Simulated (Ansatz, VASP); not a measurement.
## Rh: VASP beside Ansatz

```xyz
1
Lattice="0.0000 1.9152 1.9152 1.9152 0.0000 1.9152 1.9152 1.9152 0.0000" Properties=species:S:1:pos:R:3 pbc="T T T"
Rh    0.0000    0.0000    0.0000
```

Alike in both runs: task relaxation of cell and atoms; functional PBE; k mesh 18 × 18 × 18; occupations fermi-dirac, width 0.05 eV; non-collinear spin, spin-orbit coupling.

|  | VASP | Ansatz |
| --- | --- | --- |
| version | VASP 6.6.1 | Ansatz 0.2.0 |
| potentials or method | VASP PAW PBE potentials, release 64 (Rh_pv) | PAW with Ansatz's default frozen-core files, fully relativistic files with spin-orbit coupling |
| plane-wave cutoff (eV) | 500 | 420 |
| valence electrons in the cell | 15 | 17 |

Ansatz gave:

```
relaxed volume (Å³/atom)                                                      : 14.06
relaxed length of the cell vector where the two differ most in proportion (Å) : 2.709
```

**Question.** What did VASP give for the same quantities?

**Answer.** Relaxed volume (Å³/atom): 14.07; relaxed length of the cell vector where the two differ most in proportion (Å): 2.710.

VASP's potentials hold 15 valence electrons a cell and Ansatz's 17, so a difference there can come from the potentials and not from the codes.
